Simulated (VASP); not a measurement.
Input of a VASP 6.6.1 run:

Contents of INCAR:

```
SYSTEM = Ti4O5
PREC = Accurate
ENCUT = 520
EDIFF = 1E-6
ISMEAR = 0
SIGMA = 0.15
LREAL = .False.
LASPH = .True.
NELM = 60
ALGO = Normal
ISIF = 2
LWAVE = .False.
LCHARG = .True.
GGA = PS
LELF = .True.
LVHAR = .True.
NBANDS = 49
```

KPOINTS

```
regular mesh
0
Gamma
  12 12 12
  0 0 0
```

POSCAR

```
Ti4O5
1.0
   -3.4355781786      3.4355781786      1.9584685239
    3.4355781786     -3.4355781786      1.9584685239
    3.4355781786      3.4355781786     -1.9584685239
Ti O
4 5
Direct
    0.6070478066      0.2153590663      0.8224068729
    0.2153590663      0.3929521934      0.6083112597
    0.7846409337      0.6070478066      0.3916887403
    0.3929521934      0.7846409337      0.1775931271
    0.9080872218      0.3075578076      0.2156450294
    0.3075578076      0.0919127782      0.3994705858
    0.6924421924      0.9080872218      0.6005294142
    0.0919127782      0.6924421924      0.7843549706
    0.5000000000      0.5000000000      0.0000000000
```

Potentials or basis: VASP PAW PBE potentials, release 64 (Ti_sv, O).

Launch:

```console
$ cat potpaw_PBE.64/Ti_sv/POTCAR potpaw_PBE.64/O/POTCAR > POTCAR
$ mpirun -np 1 vasp_std > vasp.out
```

Task: Predict the largest force.

Result: 0.732 eV/Å.

Task: What does it give for the band gap on the k mesh?

Result: Zero (band 39 reaches 10.57 eV, above the bottom of band 40 at 9.17 eV).

Forces in eV/Å, atoms in the order of the input:
```
Ti   0.731 -0.043  0.000
Ti   0.043  0.731  0.000
Ti  -0.043 -0.731  0.000
Ti  -0.731  0.043  0.000
O    0.485 -0.289  0.000
O    0.289  0.485  0.000
O   -0.289 -0.485  0.000
O   -0.485  0.289  0.000
O    0.000  0.000  0.000
```

Caveat: the cell differs from its parent crystal (strain +0.050 along x and y, -0.050 along z); the PAW data sets were made with another functional, which shifts forces and pressure a little; semilocal functionals often make such compounds metallic where correlation or magnetic order opens a gap, which also shifts bond lengths.
